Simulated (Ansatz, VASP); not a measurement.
# NiO: VASP beside Ansatz

```
Ni O
1.0
     0.00000    2.10848    2.10848
     2.10848    0.00000    2.10848
     2.10848    2.10848    0.00000
Ni O
1 1
Direct
  0.00000 0.00000 0.00000
  0.50000 0.50000 0.50000
```

Alike in both runs: task electric field gradients; functional LDA; k mesh 16 × 16 × 16; occupations fermi-dirac, width 0.03 eV; collinear spin.

```csv
,VASP,Ansatz
version,VASP 6.6.1,Ansatz 0.2.0
potentials or method,"VASP PAW LDA potentials, release 64 (Ni, O)","PAW with Ansatz's default frozen-core files, scalar-relativistic"
plane-wave cutoff (eV),520,420
valence electrons in the cell,16,24
```

Ansatz gave:

- gap on the k mesh at the Fermi level (eV): none
- pressure (GPa): -24.8
- net moment per atom (μB): 0.08
- size of the moment on the site where the two differ most (μB): 0.13

Question: Estimate VASP's values.

Answer: gap on the k mesh at the Fermi level (eV): none; pressure (GPa): -24.7; net moment per atom (μB): 0.07; size of the moment on the site where the two differ most (μB): 0.12.

LDA's correlation is that of Perdew and Zunger in VASP and of Perdew and Wang (1992) in Ansatz. Site moments also hang on the region over which each program counts them. A gap of «none» marks a metal or a gap that the smearing closes. VASP's potentials hold 16 valence electrons a cell and Ansatz's 24, so a difference there can come from the potentials and not from the codes.
